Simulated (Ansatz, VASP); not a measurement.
**Two plane-wave programs on Zr2C3**

```xyz
5
Lattice="4.4343 0.0000 0.0000 0.0000 4.4343 0.0000 0.0000 0.0000 3.0996" Properties=species:S:1:pos:R:3 pbc="T T T"
Zr    2.2171    0.0000    2.2245
Zr    0.0000    2.2171    0.8752
C     0.0000    0.0000    0.0000
C     2.2171    2.2171    1.5498
C     0.0000    0.0000    1.5498
```

Change from the starting cell: ordered vacancies on the anion sites of fluorite (P-4m2, No. 115).

Alike in both runs: functional PBE; k mesh 4 × 4 × 4; occupations gaussian, width 0.1 eV; no spin polarisation.

Ansatz relaxed the structure, and its values are those at the end. VASP's run is a single point on that final structure, the one shown.

```csv
,VASP,Ansatz
version,VASP 6.6.1,Ansatz 0.2.0
potentials or method,"VASP PAW PBE potentials, release 64 (Zr_sv, C), cutoff 600 eV","scalar-relativistic, plane waves, PAW"
valence electrons in the cell,36,36
```

VASP gave:

* gap on the k mesh at the Fermi level (eV): none
* pressure (GPa): 0.2

**Question.** Which values does Ansatz return?

**Answer.** gap on the k mesh at the Fermi level (eV): none; pressure (GPa): 0.1.

A gap of «none» marks a metal or a gap that the smearing closes.

The k mesh is coarse, so the values compare programs but aren't converged.
